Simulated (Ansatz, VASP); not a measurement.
# Two plane-wave programs on Zn

```
CELL_PARAMETERS angstrom
0.00000 1.96488 1.96488
1.96488 0.00000 1.96488
1.96488 1.96488 0.00000
ATOMIC_POSITIONS crystal
Zn 0.00000 0.00000 0.00000
```

Alike in both runs: functional PBE; k mesh 17 × 17 × 17; occupations fermi-dirac, width 0.05 eV; no spin polarisation.

Ansatz relaxed the structure, and its values are those at the end. VASP's run is a single point on that final structure, the one shown.

|  | VASP | Ansatz |
| --- | --- | --- |
| version | VASP 6.6.1 | Ansatz 0.2.0 |
| potentials or method | VASP PAW PBE potentials, release 64 (Zn) | PAW with Ansatz's default frozen-core files, scalar-relativistic |
| plane-wave cutoff (eV) | 520 | 420 |
| valence electrons in the cell | 12 | 12 |

Ansatz gave:

| Item | Value |
| --- | --- |
| pressure (GPa) | 0.0 |

Question: Estimate VASP's values.

Answer: Pressure (GPa): 0.4.

With one functional, cell and mesh, what is left measures potentials, basis and numerics.
